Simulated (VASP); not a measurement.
# RbBr in VASP: a series of runs

RbBr is run at these levels: PBE; tasks: single point, relaxation of cell and atoms.

Everything below comes from runs of VASP 6.6.1. Logs are shortened: lines on timing, memory, paths and dates and some standing lists are left out, and cuts for length are marked.

## (1) The cell of the first run

The structure is orthorhombic, space group Immm (No. 71). The conventional cell has a = 4.957 Å, b = 4.981 Å, c = 6.973 Å, α = 90.00°, β = 90.00°, γ = 90.00°. Within 4.6 Å of Rb (site symmetry mmm) lie 6 Br at 3.49 to 3.51 Å. Within 4.6 Å of Br (site symmetry mmm) lie 6 Rb at 3.49 to 3.51 Å.

The cell was built from a structure type or drawn by symmetry, and may not be a known phase.

## (2) Single point, PBE

Contents of INCAR:

```
SYSTEM = RbBr
PREC = Accurate
ENCUT = 500
EDIFF = 1E-6
ISMEAR = 0
SIGMA = 0.15
LREAL = .False.
LASPH = .True.
NELM = 120
ALGO = Normal
ISIF = 2
LWAVE = .False.
LCHARG = .False.
GGA = PE
NBANDS = 15
GGA_COMPAT = .False.
```

Contents of KPOINTS:

```
regular mesh
0
Gamma
  4 4 4
  0 0 0
```

Contents of POSCAR:

```
RbBr
1.0
   -2.4902775988      3.4867422326      2.4786121261
    2.4902775988     -3.4867422326      2.4786121261
    2.4902775988      3.4867422326     -2.4786121261
Rb Br
1 1
Direct
    0.5000000000      0.5000000000      0.0000000000
    0.0000000000      0.5000000000      0.5000000000
```

Potentials or basis: VASP PAW PBE potentials, release 64 (Rb_sv, Br).

The run is started by

```
$ cat potpaw_PBE.64/Rb_sv/POTCAR potpaw_PBE.64/Br/POTCAR > POTCAR
$ mpirun -np 1 vasp_std > vasp.out
```

OUTCAR:

```text
SYSTEM = RbBr
   PREC = Accurate
   ENCUT = 500
   EDIFF = 1E-6
   ISMEAR = 0
   LREAL = .False.
   LASPH = .True.
   NELM = 120
   ISIF = 2
   GGA = PE

 ion  position               nearest neighbor table
   1  0.500  0.500  0.000-   2 3.49   2 3.49   2 3.51   2 3.51   2 3.51   2 3.51
   2  0.000  0.500  0.500-   1 3.49   1 3.49   1 3.51   1 3.51   1 3.51   1 3.51

  LATTYP: Found a body centered orthorhombic cell.
 ALAT       =     4.9572242522
 B/A-ratio  =     1.0047064535
 C/A-ratio  =     1.4067316931

  Lattice vectors:

 A1 = (   2.4902775988,  -3.4867422326,   2.4786121261)
 A2 = (  -2.4902775988,  -3.4867422326,  -2.4786121261)
 A3 = (   2.4902775988,   3.4867422326,  -2.4786121261)

Analysis of symmetry for initial positions (statically):
=====================================================================
 Subroutine PRICEL returns:
 Original cell was already a primitive cell.

 Routine SETGRP: Setting up the symmetry group for a
 body centered orthorhombic supercell.

 Subroutine GETGRP returns: Found  8 space group operations
 (whereof  8 operations were pure point group operations)
 out of a pool of  8 trial point group operations.

The static configuration has the point symmetry D_2h.

Analysis of symmetry for dynamics (positions and initial velocities):
=====================================================================
 Subroutine PRICEL returns:
 Original cell was already a primitive cell.

 Routine SETGRP: Setting up the symmetry group for a
 body centered orthorhombic supercell.

 Subroutine GETGRP returns: Found  8 space group operations
 (whereof  8 operations were pure point group operations)
 out of a pool of  8 trial point group operations.

The dynamic configuration has the point symmetry D_2h.

 Subroutine INISYM returns: Found  8 space group operations
 (whereof  8 operations are pure point group operations),
 and found     1 'primitive' translations

----------------------------------------------------------------------------------------

                                     Primitive cell

  volume of cell :      86.0867

  direct lattice vectors                    reciprocal lattice vectors
    -2.490277599  3.486742233  2.478612126     0.000000000  0.143400334  0.201725794
     2.490277599 -3.486742233  2.478612126     0.200780829  0.000000000  0.201725794
     2.490277599  3.486742233 -2.478612126     0.200780829  0.143400334  0.000000000

  length of vectors
[... 85 lines left out ...]
   PSTRESS=    0.0 pullay stress
   NELECT =      16.0000    total number of electrons
   NUPDOWN=      -1.0000    fix difference up-down
   EMIN   =  10.00;   EMAX   =-10.00  energy-range for DOS
   EFERMI =   0.00;   METHOD = LEGACY
   ISMEAR =     0;   SIGMA  =   0.15  broadening in eV -4-tet -1-fermi 0-gaus
   EFERMI_NEDOS =   21; number of points for ismear=-14 and -15
   IALGO  =     38    algorithm
   IMIX   =      4    mixing-type and parameters
     AMIX     =   0.40;   BMIX     =  1.00
     AMIX_MAG =   1.60;   BMIX_MAG =  1.00
  volume/ion in A,a.u.               =      43.04       290.47
  Fermi-wavevector in a.u.,A,eV,Ry     =   0.934264  1.765502 11.875825  0.872849
  Thomas-Fermi vector in A             =   2.061050
   LORBIT       =      0    0 simple, 1 ext, 2 COOP (PROOUT), +10 PAW based schemes
   GGA     = PE    functional components
   LHFCALC =     F    Hartree Fock is set to
   AEXX    =    0.0000 exact exchange contribution
   IVDW    =     0    specifies the selected vdW correction
   LEPSILON=     F    determine dielectric tensor
   LRPA    =     F    only Hartree local field effects (RPA)
 non-spin polarized calculation
 Gauss-broadening in eV      SIGMA  =   0.15
  energy-cutoff  :      500.00
  volume of cell :       86.09
 maximum number of plane-waves:      2200
   NGX = 17   NGY = 17   NGZ = 17

 number of electron      15.9999999 magnetization

 Free energy of the ion-electron system (eV)
  ---------------------------------------------------
  ext. energy  EPLUGINS =         0.00000000
  ---------------------------------------------------
  free energy    TOTEN  =        -6.11501979 eV

  energy without entropy =       -6.11501979  energy(sigma->0) =       -6.11501979

 E-fermi :  -1.2905     XC(G=0):  -6.9715

 val. band max:       -1.9890755011   @ k =   0.0000   0.0000   0.0000
 cond. band min:       2.2039006139   @ k =   0.0000   0.0000   0.0000
 fundamental gap:      4.1929761150
 Fermi energy:        -1.2904750593

 k-point     1 :       0.0000    0.0000    0.0000
  band No.  band energies     occupation
      1     -26.5541      2.00000
      2     -14.1111      2.00000
      3     -10.6255      2.00000
      4     -10.6253      2.00000
      5     -10.6252      2.00000
      6      -1.9985      2.00000
      7      -1.9914      2.00000
      8      -1.9891      2.00000
      9       2.2039      0.00000
     10       5.2288      0.00000
     11       5.2630      0.00000
     12       5.2888      0.00000
     13       6.0841      0.00000
     14       6.1221      0.00000
[... 293 lines left out ...]
      2     -14.0652      2.00000
      3     -10.7650      2.00000
      4     -10.6821      2.00000
      5     -10.6816      2.00000
      6      -2.4392      2.00000
      7      -2.1572      2.00000
      8      -2.1478      2.00000
      9       3.6693      0.00000
     10       4.8910      0.00000
     11       6.8893      0.00000
     12       7.0864      0.00000
     13       7.1779      0.00000
     14       8.5572      0.00000
     15       8.5632      0.00000

------------------------ aborting loop because EDIFF is reached ----------------------------------------

  FORCE on cell =-STRESS in cart. coord.  units (eV):
  Direction    XX          YY          ZZ          XY          YZ          ZX
  --------------------------------------------------------------------------------------
  -------------------------------------------------------------------------------------
  Total       -0.0106850      0.0979668      0.0103164      0.0000000      0.0000000      0.0000000
  in kB       -0.1988598      1.8232790      0.1920005      0.0000000      0.0000000      0.0000000
  external PRESSURE =       0.6054733 kB  Pullay stress =       0.0000000 kB

 VOLUME and BASIS-vectors are now :
 -----------------------------------------------------------------------------
  energy-cutoff  :      500.00
  volume of cell :       86.09
      direct lattice vectors                 reciprocal lattice vectors
    -2.490277599  3.486742233  2.478612126     0.000000000  0.143400334  0.201725794
     2.490277599 -3.486742233  2.478612126     0.200780829  0.000000000  0.201725794
     2.490277599  3.486742233 -2.478612126     0.200780829  0.143400334  0.000000000

 POSITION                                       TOTAL-FORCE (eV/Angst)
 -----------------------------------------------------------------------------------
      0.00000      0.00000      2.47861        -0.000000     -0.000000     -0.000000
      2.49028      0.00000      0.00000         0.000000      0.000000      0.000000
 -----------------------------------------------------------------------------------
    total drift:                                0.000000     -0.000000      0.000000

  FREE ENERGIE OF THE ION-ELECTRON SYSTEM (eV)
  ---------------------------------------------------
  free  energy   TOTEN  =        -6.1150197901 eV

  energy  without entropy=       -6.1150197901  energy(sigma->0) =       -6.11501979
```

OSZICAR:

```text
N       E                     dE             d eps       ncg     rms          rms(c)
DAV:   1     0.853871533967E+02    0.85387E+02   -0.64727E+03   540   0.858E+02
DAV:   2     0.289271935789E+00   -0.85098E+02   -0.79622E+02   749   0.168E+02
DAV:   3    -0.618971176567E+01   -0.64790E+01   -0.64540E+01   812   0.477E+01
DAV:   4    -0.635098024436E+01   -0.16127E+00   -0.16120E+00   762   0.532E+00
DAV:   5    -0.635249326157E+01   -0.15130E-02   -0.15130E-02   770   0.518E-01    0.262E+00
DAV:   6    -0.612089029973E+01    0.23160E+00   -0.28443E-01   701   0.236E+00    0.170E+00
DAV:   7    -0.610151807599E+01    0.19372E-01   -0.13063E-01   729   0.170E+00    0.900E-01
DAV:   8    -0.611410648641E+01   -0.12588E-01   -0.14740E-02   584   0.708E-01    0.114E-01
DAV:   9    -0.611454652561E+01   -0.44004E-03   -0.76205E-04   757   0.136E-01    0.732E-02
DAV:  10    -0.611501309138E+01   -0.46657E-03   -0.61543E-04   568   0.134E-01    0.298E-02
DAV:  11    -0.611501276150E+01    0.32988E-06   -0.39759E-05   711   0.309E-02    0.705E-03
DAV:  12    -0.611501946820E+01   -0.67067E-05   -0.97956E-06   568   0.184E-02    0.143E-03
DAV:  13    -0.611501979011E+01   -0.32190E-06   -0.43960E-07   592   0.372E-03
   1 F= -.61150198E+01 E0= -.61150198E+01  d E =-.122539E-11
```

stdout:

```text
POSCAR found type information on POSCAR RbBr
 POSCAR found :  2 types and       2 ions
 scaLAPACK will be used
 LDA part: xc-table for (Slater+PW92), standard interpolation
 POSCAR, INCAR and KPOINTS ok, starting setup
 FFT: planning ... GRIDC
 FFT: planning ... GRID_SOFT
 FFT: planning ... GRID
 WAVECAR not read
 entering main loop
```

Run time: 24 s. Hardware: 1 thread of Intel Xeon 8259CL, shared host; peak memory 0.21 GiB.

What came out:

* Free energy: -6.1150 eV
* Pressure: 0.1 GPa
* Band gap on the k mesh: 4.19 eV

Levels at points of the mesh, in eV from the valence-band top:
```
           k point  band 6  band 7  band 8  band 9  band 10  band 11
(0.00, 0.00, 0.00)   -0.01    0.00    0.00    4.19     7.22     7.25
(0.50, 0.00, 0.00)   -0.88   -0.31   -0.30    6.64     7.48     9.26
(0.00, 0.50, 0.00)   -0.46   -0.16   -0.15    5.67     6.87     8.85
(0.50, 0.50, 0.00)   -0.88   -0.30   -0.30    6.63     7.46     9.26
(0.50, 0.50, 0.50)   -0.45   -0.17   -0.16    5.66     6.88     8.88
```

## (3) Relaxation of cell and atoms, PBE

This run uses another cell than the first one, of 37.44 Å³/atom.

Contents of INCAR:

```
ALGO = Normal
EDIFF = 1E-7
EDIFFG = -0.08
ENCUT = 500
GGA = PE
GGA_COMPAT = F
IBRION = 2
ISIF = 3
ISMEAR = 0
LASPH = T
LCHARG = F
LREAL = F
LWAVE = F
NELM = 120
NELMIN = 4
NSW = 36
PREC = Accurate
SIGMA = 0.15
```

Contents of KPOINTS:

```
k-points
0
Gamma
  4 4 4
```

Contents of POSCAR:

```
RbBr
1.0
    0.0000000000      3.3452626400      3.3452626400
    3.3452626400      0.0000000000      3.3452626400
    3.3452626400      3.3452626400      0.0000000000
Rb Br
1 1
Direct
    0.5000000000      0.5000000000      0.5000000000
    0.0000000000      0.0000000000      0.0000000000
```

Potentials or basis: VASP PAW PBE potentials, release 64 (Rb_sv, Br).

The run is started by

```
$ cat potpaw_PBE.64/Rb_sv/POTCAR potpaw_PBE.64/Br/POTCAR > POTCAR
$ mpirun -np 1 vasp_std > vasp.out
```

Run time: 45 s. Hardware: 1 thread of Intel Xeon 8259CL, shared host; peak memory 0.21 GiB.

Results (log left out):

| Item | Value |
| --- | --- |
| Free energy | -6.1127 eV |
| Relaxed volume | 44.24 Å³/atom |
| Relaxed cell | a = 5.002 Å, b = 5.002 Å, c = 5.002 Å, α = 60.00°, β = 60.00°, γ = 60.00° |
| Space group after relaxing (to 0.1 Å) | Fm-3m (No. 225) |
| Energy gained by relaxing | 37.7 meV/atom |
| Ionic steps | 3 |
| Pressure after relaxing | -0.3 GPa |
| Band gap on the k mesh | 4.13 eV |

The path:
```tsv
step	energy change (eV)	largest force (eV/Å)	pressure (GPa)	volume (Å³)
1	0.0000	0.0000	2.46	74.87
2	-0.0641	0.0000	0.86	81.29
3	-0.0755	0.0000	-0.26	88.48
```

Final structure:
```cif
data_structure
_symmetry_space_group_name_H-M 'P 1'
_symmetry_Int_Tables_number 1
_cell_length_a 5.0017
_cell_length_b 5.0017
_cell_length_c 5.0017
_cell_angle_alpha 60.000
_cell_angle_beta 60.000
_cell_angle_gamma 60.000
_cell_volume 88.48
loop_
_atom_site_label
_atom_site_type_symbol
_atom_site_fract_x
_atom_site_fract_y
_atom_site_fract_z
_atom_site_occupancy
Rb1 Rb 0.50000 0.50000 0.50000 1
Br1 Br 0.00000 0.00000 0.00000 1
```

Levels at points of the mesh, in eV from the valence-band top:
```
           k point  band 5  band 6  band 7  band 8  band 9  band 10  band 11  band 12
(0.00, 0.00, 0.00)   -8.69    0.00    0.00    0.00    4.13     7.24     7.24     7.24
(0.50, 0.00, 0.00)   -8.67   -0.84   -0.28   -0.28    6.57     7.38     9.19     9.19
(0.50, 0.50, 0.00)   -8.74   -0.44   -0.15   -0.15    5.69     6.78     8.72     9.01
```

Caveat: the volume moved by over 15 % at a fixed basis, so the end points are rough.
